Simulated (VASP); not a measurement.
# W (P6/mmm) in VASP: further runs, part 2 of 2

VASP 6.6.1. Earlier steps stand in the parts before.

### Step 3. Single point, r2SCAN (volume scaled by 1.08)

POSCAR

```
W
1.0
    4.7871684254      0.0000000000      0.0000000000
   -2.3935842127      4.1458094686      0.0000000000
    0.0000000000      0.0000000000      2.6592785248
W
3
Direct
    0.0000000000      1.0000000000      0.0000000000
    0.3333333333      0.6666666667      0.5000000000
    0.6666666667      0.3333333333      0.5000000000
```

INCAR.step1

```
PREC     = Accurate       # precision mode
ENCUT    = 520            # plane-wave cutoff, eV
ISMEAR   = -1             # smearing method
SIGMA    = 0.1            # smearing width, eV
LREAL    = False          # projectors in reciprocal space
LASPH    = True           # aspherical terms in the spheres
NELM     = 80             # most SCF steps
NBANDS   = 28             # bands
GGA      = PE             # functional
ALGO     = Normal         # electronic algorithm
EDIFF    = 1E-4           # SCF threshold, eV
LWAVE    = True           # write WAVECAR
LCHARG   = False          # write CHGCAR
```

INCAR.step2

```
PREC     = Accurate       # precision mode
ENCUT    = 520            # plane-wave cutoff, eV
EDIFF    = 1E-7           # SCF threshold, eV
ISMEAR   = -1             # smearing method
SIGMA    = 0.1            # smearing width, eV
LREAL    = False          # projectors in reciprocal space
LASPH    = True           # aspherical terms in the spheres
NELM     = 80             # most SCF steps
ALGO     = Normal         # electronic algorithm
ISIF     = 2              # what is computed and relaxed
LWAVE    = False          # write WAVECAR
LCHARG   = False          # write CHGCAR
METAGGA  = R2SCAN         # meta-GGA
LMIXTAU  = True         
NBANDS   = 28             # bands
ISTART   = 1
```

KPOINTS

```
regular mesh
0
Gamma
  9 9 14
```

Potentials or basis: VASP PAW PBE potentials, release 64 (W_sv).

Run with:

```
cat potpaw_PBE.64/W_sv/POTCAR > POTCAR
cp INCAR.step1 INCAR
mpirun -np 1 vasp_std > vasp.out
cp INCAR.step2 INCAR
mpirun -np 1 vasp_std > vasp.out
```

OUTCAR:

```text
PREC = Accurate
   ENCUT = 520
   EDIFF = 1E-7
   ISMEAR = -1
   LREAL = False
   LASPH = True
   NELM = 80
   ISIF = 2
   METAGGA = R2SCAN
   ISTART = 1

 ion  position               nearest neighbor table
   1  0.000  0.000  0.000-   2 3.07   3 3.07   2 3.07   3 3.07   3 3.07   3 3.07   2 3.07   2 3.07
                             3 3.07   3 3.07   2 3.07   2 3.07
   2  0.333  0.667  0.500-   3 2.76   3 2.76   3 2.76   1 3.07   1 3.07   1 3.07   1 3.07   1 3.07
                             1 3.07
   3  0.667  0.333  0.500-   2 2.76   2 2.76   2 2.76   1 3.07   1 3.07   1 3.07   1 3.07   1 3.07
                             1 3.07

  LATTYP: Found a hexagonal cell.
 ALAT       =     4.7871684254
 C/A-ratio  =     0.5555013504

  Lattice vectors:

 A1 = (   4.7871684254,   0.0000000000,   0.0000000000)
 A2 = (  -2.3935842127,   4.1458094686,   0.0000000000)
 A3 = (   0.0000000000,   0.0000000000,   2.6592785248)

Analysis of symmetry for initial positions (statically):
=====================================================================
 Subroutine PRICEL returns:
 Original cell was already a primitive cell.

 Routine SETGRP: Setting up the symmetry group for a
 hexagonal supercell.

 Subroutine GETGRP returns: Found 24 space group operations
 (whereof 24 operations were pure point group operations)
 out of a pool of 24 trial point group operations.

The static configuration has the point symmetry D_6h.

Analysis of symmetry for dynamics (positions and initial velocities):
=====================================================================
 Subroutine PRICEL returns:
 Original cell was already a primitive cell.

 Routine SETGRP: Setting up the symmetry group for a
 hexagonal supercell.

 Subroutine GETGRP returns: Found 24 space group operations
 (whereof 24 operations were pure point group operations)
 out of a pool of 24 trial point group operations.

The dynamic configuration has the point symmetry D_6h.

[... 117 lines left out ...]
   IALGO  =     38    algorithm
   IMIX   =      4    mixing-type and parameters
     AMIX     =   0.40;   BMIX     =  1.00
     AMIX_MAG =   1.60;   BMIX_MAG =  1.00
  volume/ion in A,a.u.               =      17.59       118.72
  Fermi-wavevector in a.u.,A,eV,Ry     =   1.517076  2.866858 31.314070  2.301519
  Thomas-Fermi vector in A             =   2.626380
   LORBIT       =      0    0 simple, 1 ext, 2 COOP (PROOUT), +10 PAW based schemes
   METAGGA = R2SCAN    functional components
   LHFCALC =     F    Hartree Fock is set to
   AEXX    =    0.0000 exact exchange contribution
   IVDW    =     0    specifies the selected vdW correction
   LEPSILON=     F    determine dielectric tensor
   LRPA    =     F    only Hartree local field effects (RPA)
 non-spin polarized calculation
  energy-cutoff  :      520.00
  volume of cell :       52.78
 maximum number of plane-waves:      1443
 NGX is ok and might be reduce to    36
   NGX = 17   NGY = 17   NGZ =  9

 number of electron      41.9999996 magnetization

 Free energy of the ion-electron system (eV)
  ---------------------------------------------------
  ext. energy  EPLUGINS =         0.00000000
  ---------------------------------------------------
  free energy    TOTEN  =      -152.07530864 eV

  energy without entropy =     -151.95218831  energy(sigma->0) =     -152.01374847

 E-fermi :   9.6547     XC(G=0): -14.2643

 val. band max:        9.6482617896   @ k =   0.3333  -0.0000   0.2857
 cond. band min:       9.6617504393   @ k =   0.1111   0.1111   0.2857
 fundamental gap:      0.0134886498
 Fermi energy:         9.6546969693

 k-point     1 :       0.0000    0.0000    0.0000
  band No.  band energies     occupation
      1     -66.4177      2.00000
      2     -66.2289      2.00000
      3     -66.1453      2.00000
      4     -30.0339      2.00000
      5     -30.0339      2.00000
      6     -30.0207      2.00000
[... 733 lines left out ...]
     27      13.3098      0.00000
     28      14.0073      0.00000

 [... further k-points ...]

------------------------ aborting loop because EDIFF is reached ----------------------------------------

  FORCE on cell =-STRESS in cart. coord.  units (eV):
  Direction    XX          YY          ZZ          XY          YZ          ZX
  --------------------------------------------------------------------------------------
  -------------------------------------------------------------------------------------
  Total       -5.7246041     -5.7246041     -6.5925309      0.0000000      0.0000000      0.0000000
  in kB     -173.7817500   -173.7817500   -200.1293956      0.0000000      0.0000000      0.0000000
  external PRESSURE =    -182.5642985 kB  Pullay stress =       0.0000000 kB

 VOLUME and BASIS-vectors are now :
 -----------------------------------------------------------------------------
  energy-cutoff  :      520.00
  volume of cell :       52.78
      direct lattice vectors                 reciprocal lattice vectors
     4.787168425  0.000000000  0.000000000     0.208891752  0.120603709  0.000000000
    -2.393584213  4.145809469  0.000000000     0.000000000  0.241207419  0.000000000
     0.000000000  0.000000000  2.659278525     0.000000000  0.000000000  0.376041844

 POSITION                                       TOTAL-FORCE (eV/Angst)
 -----------------------------------------------------------------------------------
      0.00000      0.00000      0.00000         0.000000      0.000000      0.000000
     -0.00000      2.76387      1.32964        -0.000000      0.000000      0.000000
      2.39358      1.38194      1.32964         0.000000      0.000000      0.000000
 -----------------------------------------------------------------------------------
    total drift:                                0.000000      0.000000     -0.000000

  FREE ENERGIE OF THE ION-ELECTRON SYSTEM (eV)
  ---------------------------------------------------
  free  energy   TOTEN  =      -152.0753086353 eV

  energy  without entropy=     -151.9521883065  energy(sigma->0) =     -152.01374847
```

OUTCAR.step1:

```text
PREC = Accurate
   ENCUT = 520
   ISMEAR = -1
   LREAL = False
   LASPH = True
   NELM = 80
[... 971 lines left out ...]
      0.00000      0.00000      0.00000         0.000000      0.000000      0.000000
     -0.00000      2.76387      1.32964        -0.000000     -0.000000     -0.000000
      2.39358      1.38194      1.32964         0.000000      0.000000      0.000000
 -----------------------------------------------------------------------------------
    total drift:                                0.000000      0.000000     -0.000000

  FREE ENERGIE OF THE ION-ELECTRON SYSTEM (eV)
  ---------------------------------------------------
  free  energy   TOTEN  =       -37.1495277370 eV

  energy  without entropy=      -37.0245696926  energy(sigma->0) =      -37.08704871
```

OSZICAR.step1:

```text
N       E                     dE             d eps       ncg     rms          rms(c)
DAV:   1     0.475353185188E+03    0.47535E+03   -0.24125E+04  5392   0.173E+03
DAV:   2    -0.175219553684E+02   -0.49288E+03   -0.48296E+03  5652   0.527E+02
DAV:   3    -0.385802622277E+02   -0.21058E+02   -0.20355E+02  6612   0.104E+02
DAV:   4    -0.390434792553E+02   -0.46322E+00   -0.45700E+00  6404   0.144E+01
DAV:   5    -0.390492911766E+02   -0.58119E-02   -0.58097E-02  5940   0.184E+00    0.297E+01
DAV:   6    -0.375147954333E+02    0.15345E+01   -0.24563E+00  5976   0.127E+01    0.111E+01
DAV:   7    -0.371866487685E+02    0.32815E+00   -0.13532E+00  6204   0.858E+00    0.131E+00
DAV:   8    -0.371582113046E+02    0.28437E-01   -0.16807E-01  6244   0.370E+00    0.888E-01
DAV:   9    -0.371495404763E+02    0.86708E-02   -0.16765E-02  6284   0.123E+00    0.161E-01
DAV:  10    -0.371495374425E+02    0.30338E-05   -0.10006E-03  5976   0.284E-01    0.640E-02
DAV:  11    -0.371495277370E+02    0.97055E-05   -0.39085E-05  3072   0.504E-02
   1 F= -.37149528E+02 E0= -.37087049E+02  d E =-.124958E+00
```

It took 5.1 min on 1 thread of Intel Xeon 6975P-C, shared host; peak memory 0.24 GiB.

What came out:

```yaml
Free_energy: -152.0753 eV
Pressure: -18.3 GPa
Band_gap_on_the_k_mesh: zero (band 21 reaches 10.10 eV, above the bottom of band 22 at 9.31 eV)
```

Stress tensor (GPa, compression positive):
```
-17.38   0.00   0.00
  0.00 -17.38   0.00
  0.00   0.00 -20.01
```

Levels at points of the mesh, in eV from the Fermi level:
```tsv
k point	band 18	band 19	band 20	band 21	band 22	band 23	band 24	band 25
(0.00, 0.00, 0.00)	-2.52	-2.52	-2.29	-0.22	-0.22	2.25	2.25	2.32
(0.00, 0.00, 0.50)	-2.80	-0.93	-0.93	0.20	0.20	3.08	3.08	3.84
```

Caveat: the PAW data sets were made with another functional, which shifts forces and pressure a little; spin-orbit coupling is left out, which moves the levels of the heavy elements.
